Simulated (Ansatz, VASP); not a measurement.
Mn: VASP beside Ansatz

The input INCAR:

```
SYSTEM = Mn
ALGO     = Normal         ! electronic algorithm
EDIFF    = 1E-6           ! SCF threshold, eV
ENCUT    = 520            ! plane-wave cutoff, eV
GGA      = PE             ! functional
ISIF     = 2              ! what is computed and relaxed
ISMEAR   = -1             ! smearing method
ISPIN    = 2              ! spin polarisation
LASPH    = .True.         ! aspherical terms in the spheres
LCHARG   = .False.        ! write CHGCAR
LMAXMIX  = 4              ! l up to which the mixer works
LORBIT   = 11             ! projections on sites
LREAL    = .False.        ! projectors in reciprocal space
LWAVE    = .False.        ! write WAVECAR
MAGMOM   = 0.5 0.5 -0.5 -0.5 ! initial moments
NBANDS   = 38             ! bands
NELM     = 150            ! most SCF steps
PREC     = Accurate       ! precision mode
SIGMA    = 0.025          ! smearing width, eV
```

Contents of KPOINTS:

```
k-points
0
Gamma
  14 14 4
  0 0 0
```

The input POSCAR:

```
Mn
1.0
    2.4836457705      0.0000000000      0.0000000000
    1.2418228853      2.1509003313      0.0000000000
    0.0000000000      0.0000000000      8.0523900000
Mn
4
Direct
    0.3333333333      0.3333333333      0.3750000000
    0.3333333333      0.3333333333      0.8750000000
    0.6666666667      0.6666666667      0.1250000000
    0.6666666667      0.6666666667      0.6250000000
```

Input for Ansatz:

```yaml
crystal:
  lattice:
    - [2.4836457705, 0.0, 0.0]
    - [1.2418228853, 2.1509003313, 0.0]
    - [0.0, 0.0, 8.05239]
  atoms:
    - { symbol: Mn, position: [0.3333333333, 0.3333333333, 0.375], spin: 0.5 }
    - { symbol: Mn, position: [0.3333333333, 0.3333333333, 0.875], spin: 0.5 }
    - { symbol: Mn, position: [0.6666666667, 0.6666666667, 0.125], spin: -0.5 }
    - { symbol: Mn, position: [0.6666666667, 0.6666666667, 0.625], spin: -0.5 }
magnetization:
  spin_polarized: true
kpoints:
  mp_grid: { grid: [14, 14, 4] }
scf:
  occupations: { method: fermi_dirac, width: 0.025 }
  lower_state_search: "off"
hamiltonian:
  xc: pbe
  pseudopotentials: { kind: paw }
output:
  eigenvalues: false
  eigenstates:
    nscf_kmesh: { grid: [14, 14, 4] }
    top_band: c40
    exchange_couplings: { magnetic: [{ species: Mn }] }
```

Alike in both runs: task single point; functional PBE; k mesh 14 × 14 × 4; occupations fermi-dirac, width 0.025 eV; collinear spin.

```csv
,VASP,Ansatz
version,VASP 6.6.1,Ansatz 0.2.0
potentials or method,"VASP PAW PBE potentials, release 64 (Mn_pv)","PAW with Ansatz's default frozen-core files, scalar-relativistic"
plane-wave cutoff (eV),520,420
valence electrons in the cell,52,60
```

```csv
,VASP,Ansatz,Ansatz less VASP
net moment per atom (μB),0.00,0.00,0.000
size of the moment on the site where the two differ most (μB),0.00,0.48,+0.477
```

Site moments also hang on the region over which each program counts them. VASP's potentials hold 52 valence electrons a cell and Ansatz's 60, so a difference there can come from the potentials and not from the codes.
